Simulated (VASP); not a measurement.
Write the native input for VASP 6.6.1 that does the following.

```yaml
Task: single point
Functional: RPBE
Potentials_or_basis: VASP PAW PBE potentials, release 64 (Ir)
Cutoff: 520 eV
k_mesh: 16 × 16 × 16
Occupations: fermi-dirac, width 0.1 eV
Spin: no spin polarisation
Dipole_correction: no
Further_INCAR_settings: ALGO = Normal; EDIFF = 1e-07; NBANDS = 16
```

The structure of Ir lies in POSCAR:

```
Ir
1.0
    0.0000000000      2.7997844409      2.7997844409
    2.7997844409      0.0000000000      2.7997844409
    2.7997844409      2.7997844409      0.0000000000
Ir
2
Direct
    0.1250000000      0.1250000000      0.1250000000
    0.8750000000      0.8750000000      0.8750000000
```

These files were run (other wordings do the same):

INCAR

```
SYSTEM = Ir
  PREC = Accurate
  ENCUT = 520
  EDIFF = 1E-7
  ISMEAR = -1
  SIGMA = 0.1
  LREAL = .False.
  LASPH = .True.
  NELM = 60
  ALGO = Normal
  ISIF = 2
  LWAVE = .False.
  LCHARG = .True.
  GGA = RP
  LELF = .True.
  LVHAR = .True.
  NBANDS = 16
```

KPOINTS

```
regular mesh
0
Gamma
  16 16 16
  0 0 0
```

Potentials or basis: VASP PAW PBE potentials, release 64 (Ir).

Command:

```bash
$ cat potpaw_PBE.64/Ir/POTCAR > POTCAR
$ mpirun -np 1 vasp_std > vasp.out
```

It gave:

| Property | Result |
| --- | --- |
| Pressure | -0.4 GPa |
| Band gap on the k mesh | zero (band 9 reaches 6.10 eV, above the bottom of band 10 at 4.51 eV) |

Caveat: the PAW data sets were made with another functional, which shifts forces and pressure a little; spin-orbit coupling is left out, which moves the levels of the heavy elements.

Wall time 57 s on 1 thread of Intel(R) Xeon(R) Platinum 8488C (Sapphire Rapids), with other jobs on the host, peak memory 0.23 GiB.
